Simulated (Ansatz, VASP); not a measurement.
**One calculation of CsO, two programs**

The input INCAR:

```
SYSTEM = CsO
PREC     = Accurate       ! precision mode
ENCUT    = 520            ! plane-wave cutoff, eV
EDIFF    = 1E-6           ! SCF threshold, eV
ISMEAR   = 0              ! smearing method
SIGMA    = 0.05           ! smearing width, eV
LREAL    = .FALSE.        ! projectors in reciprocal space
LASPH    = .TRUE.         ! aspherical terms in the spheres
NELM     = 100            ! most SCF steps
ALGO     = Normal         ! electronic algorithm
ISIF     = 2              ! what is computed and relaxed
LWAVE    = .FALSE.        ! write WAVECAR
LCHARG   = .TRUE.         ! write CHGCAR
GGA      = CA             ! functional
LELF     = .TRUE.         ! ELF
LVHAR    = .TRUE.       
NBANDS   = 23             ! bands
```

The input KPOINTS:

```
Automatic mesh
0
G
  8 8 8
  0 0 0
```

The input POSCAR:

```
CsO
1.0
   -2.1610000000      3.0221000000      3.7585000000
    2.1610000000     -3.0221000000      3.7585000000
    2.1610000000      3.0221000000     -3.7585000000
Cs O
2 2
Direct
    0.2500000000      0.2500000000      0.0000000000
    0.7500000000      0.7500000000      0.0000000000
    0.6200000000      0.0000000000      0.6200000000
    0.3800000000      0.0000000000      0.3800000000
```

Input for Ansatz:

```yaml
crystal:
  lattice:
    - [-2.161, 3.0221, 3.7585]
    - [2.161, -3.0221, 3.7585]
    - [2.161, 3.0221, -3.7585]
  atoms:
    - { symbol: Cs, position: [0.25, 0.25, 0.0] }
    - { symbol: Cs, position: [0.75, 0.75, 0.0] }
    - { symbol: O, position: [0.62, 0.0, 0.62] }
    - { symbol: O, position: [0.38, 0.0, 0.38] }
basis:
  ecutwfc: 420
kpoints:
  mp_grid: { grid: [8, 8, 8] }
hamiltonian:
  xc: lda
scf:
  occupations: { method: gaussian, width: 0.05 }
output:
  forces: true
  stress: true
  eigenvalues: true
```

Change from the starting cell: strain -0.0600 x Voigt [0, 1, 0, 0, 0, 0], atoms carried along.

Alike in both runs: task single point; functional LDA; k mesh 8 × 8 × 8; occupations gaussian, width 0.05 eV; no spin polarisation.

|  | VASP | Ansatz |
| --- | --- | --- |
| version | VASP 6.6.1 | Ansatz 0.2.0 |
| potentials or method | VASP PAW LDA potentials, release 64 (Cs_sv, O), cutoff 520 eV | scalar-relativistic, plane waves, PAW |
| valence electrons in the cell | 30 | 30 |

VASP gave:

```
gap on the k mesh at the Fermi level (eV)                     : 1.47
least direct gap on the mesh (eV)                             : 1.56
pressure (GPa)                                                : -0.7
traceless stress, the component that is largest in VASP (GPa) : 2.38
rms of the force components (eV/Å)                            : 0.249
```

Problem. Which values does Ansatz return?

Solution. gap on the k mesh at the Fermi level (eV): 1.49; least direct gap on the mesh (eV): 1.55; pressure (GPa): -1.2; traceless stress, the component that is largest in VASP (GPa): 1.90; rms of the force components (eV/Å): 0.139.

LDA's correlation is that of Perdew and Zunger in VASP and of Perdew and Wang (1992) in Ansatz. Atom by atom the forces differ by 0.139 eV/Å (rms over components).

Neither program's run includes spin-orbit coupling.
